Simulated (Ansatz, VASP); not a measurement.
InO in VASP and in Ansatz

INCAR

```
  PREC = Accurate
  ENCUT = 520
  EDIFF = 1E-7
  ISMEAR = 0
  SIGMA = 0.01
  LREAL = False
  LASPH = True
  NELM = 80
  ALGO = Normal
  ISIF = 2
  LWAVE = False
  LCHARG = True
  GGA = PE
  LELF = True
  LVHAR = True
  NBANDS = 27
```

KPOINTS

```
Automatic mesh
0
Gamma
  6 6 1
```

File POSCAR:

```
InO
1.0
    3.4536138000      0.0000000000      0.0000000000
   -1.7268069000      2.9909172900      0.0000000000
    0.0000000000      0.0000000000     15.8771000000
In O
2 2
Direct
    0.6666666667      0.3333333333      0.5900210000
    0.6666666667      0.3333333333      0.4099790000
    0.0000000000      0.0000000000      0.6398670000
    0.0000000000      0.0000000000      0.3601330000
```

Input for Ansatz:

```yaml
crystal:
  lattice:
    - [3.4536138, 0.0, 0.0]
    - [-1.7268069, 2.99091729, 0.0]
    - [0.0, 0.0, 15.8771]
  atoms:
    - { symbol: In, position: [0.6666666666666666, 0.3333333333333333, 0.590021] }
    - { symbol: In, position: [0.6666666666666666, 0.3333333333333333, 0.409979] }
    - { symbol: O, position: [0.0, 0.0, 0.639867] }
    - { symbol: O, position: [0.0, 0.0, 0.360133] }
kpoints:
  mp_grid:
    grid: [6, 6, 1]
hamiltonian:
  xc: pbe
  pseudopotentials:
    kind: nc
scf:
  convergence:
    dr2_threshold: 1.0e-07
  occupations:
    method: fixed
output:
  forces: true
  stress: true
  eigenvalues: true
```

Alike in both runs: task single point; functional PBE; k mesh 6 × 6 × 1; no spin polarisation.

```csv
,VASP,Ansatz
version,VASP 6.6.1,Ansatz 0.2.0
potentials or method,"VASP PAW PBE potentials, release 64 (In_d, O)","plane waves, norm-conserving potentials"
plane-wave cutoff (eV),520,1240
occupations,"gaussian, width 0.01 eV",fixed
valence electrons in the cell,38,38
```

VASP gave:

```
gap on the k mesh at the Fermi level (eV) : 0.36
rms of the force components (eV/Å)        : 0.005
```

Question: What did Ansatz give for the same quantities?

Answer: gap on the k mesh at the Fermi level (eV): 0.37; rms of the force components (eV/Å): 0.021.

Atom by atom the forces differ by 0.016 eV/Å (rms over components). Ansatz's warnings: stress scf threshold loose.
